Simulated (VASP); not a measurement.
**Mn: single point with LDA**

The system is Mn.

```xyz
2
Lattice="0.0000 2.3825 2.3825 2.3825 0.0000 2.3825 2.3825 2.3825 0.0000" Properties=species:S:1:pos:R:3 pbc="T T T"
Mn   -0.5956   -0.5956   -0.5956
Mn    0.5956    0.5956    0.5956
```

This isn't the form of Mn at room conditions, which is a 58-atom cubic cell.

- Program: VASP 6.6.1
- Task: single point
- Functional: LDA
- Potentials or basis: VASP PAW LDA potentials, release 64 (Mn_pv)
- Cutoff: 520 eV
- k mesh: 14 × 14 × 14
- Occupations: fermi-dirac, width 0.05 eV
- Spin: collinear spin, ferromagnetic start
- Starting moments: [3.0, 3.0] μB
- Dipole correction: no
- Further INCAR settings: ALGO = Normal; EDIFF = 1e-07; NBANDS = 24

| Property | Result |
| --- | --- |
| Pressure | 9.2 GPa |
| Band gap on the k mesh | zero (filled and empty bands overlap) |
| Net moment | 0.00 μB per cell |
| Valence electrons inside the program's atomic spheres | Mn 12.27 |

Levels at points of the mesh, in eV from the Fermi level:
Spin up:
```csv
k point,band 11,band 12,band 13,band 14,band 15,band 16
"(0.00, 0.00, 0.00)",-1.89,-1.89,0.48,0.48,0.48,2.61
"(0.50, 0.00, 0.00)",-1.98,-1.98,-0.33,1.23,1.23,2.28
"(0.50, 0.50, 0.00)",-0.43,-0.43,0.00,0.00,2.53,2.53
```
Spin down:
| k point | band 11 | band 12 | band 13 | band 14 | band 15 | band 16 |
| --- | --- | --- | --- | --- | --- | --- |
| (0.00, 0.00, 0.00) | -1.89 | -1.89 | 0.48 | 0.48 | 0.48 | 2.61 |
| (0.50, 0.00, 0.00) | -1.98 | -1.98 | -0.33 | 1.23 | 1.23 | 2.28 |
| (0.50, 0.50, 0.00) | -0.43 | -0.43 | 0.00 | 0.00 | 2.53 | 2.53 |

Wall time 72 s on 1 thread of Intel(R) Xeon(R) 6975P-C (Granite Rapids), on a shared host, peak memory 0.21 GiB.

Caveat: atoms lie so close that the PAW spheres overlap strongly, which falsifies energies and pressures; the cell stands under pressure; the moments typed at the start vanished in this run.
